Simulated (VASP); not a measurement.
Here is a VASP 6.6.1 calculation.

Contents of POSCAR:

```
HfC
1.0
    0.0000000000      2.2935785598      2.2935785598
    2.2935785598      0.0000000000      2.2935785598
    2.2935785598      2.2935785598      0.0000000000
Hf C
1 1
Direct
    0.5000000000      0.5000000000      0.5000000000
    0.0000000000      0.0000000000      0.0000000000
```

Contents of INCAR.step1:

```
PREC = Accurate
ENCUT = 520
ISMEAR = 0
SIGMA = 0.05
LREAL = False
LASPH = True
NELM = 150
LNONCOLLINEAR = True
MAGMOM = 0 0 0 0 0 0
LSORBIT = True
GGA_COMPAT = False
LMAXMIX = 4
NBANDS = 26
GGA = PE
ALGO = Normal
EDIFF = 1E-4
LWAVE = True
LCHARG = False
```

The input INCAR.step2:

```
PREC = Accurate
ENCUT = 520
EDIFF = 1E-7
ISMEAR = 0
SIGMA = 0.05
LREAL = False
LASPH = True
NELM = 150
ALGO = Normal
ISIF = 2
LWAVE = False
LCHARG = True
LNONCOLLINEAR = True
MAGMOM = 0 0 0 0 0 0
LORBIT = 11
LSORBIT = True
GGA_COMPAT = False
LORBMOM = True
LMAXMIX = 4
METAGGA = R2SCAN
LMIXTAU = True
LVHAR = True
NBANDS = 26
ISTART = 1
```

Contents of KPOINTS:

```
regular mesh
0
Gamma
  8 8 8
```

Potentials or basis: VASP PAW PBE potentials, release 64 (Hf_pv, C).

The run is started by

```bash
$ cat potpaw_PBE.64/Hf_pv/POTCAR potpaw_PBE.64/C/POTCAR > POTCAR
$ cp INCAR.step1 INCAR
$ mpirun -np 1 vasp_ncl > vasp.out
$ cp INCAR.step2 INCAR
$ mpirun -np 1 vasp_ncl > vasp.out
```

What does it give for the net moment?

0.00 μB per cell.

Predict the pressure.

8.1 GPa.

Moments on the atoms (μB; x, y, z):
```
Hf  0.00 0.00 0.00
C   0.00 0.00 0.00
```

Caveat: the PAW data sets were made with another functional, which shifts forces and pressure a little.
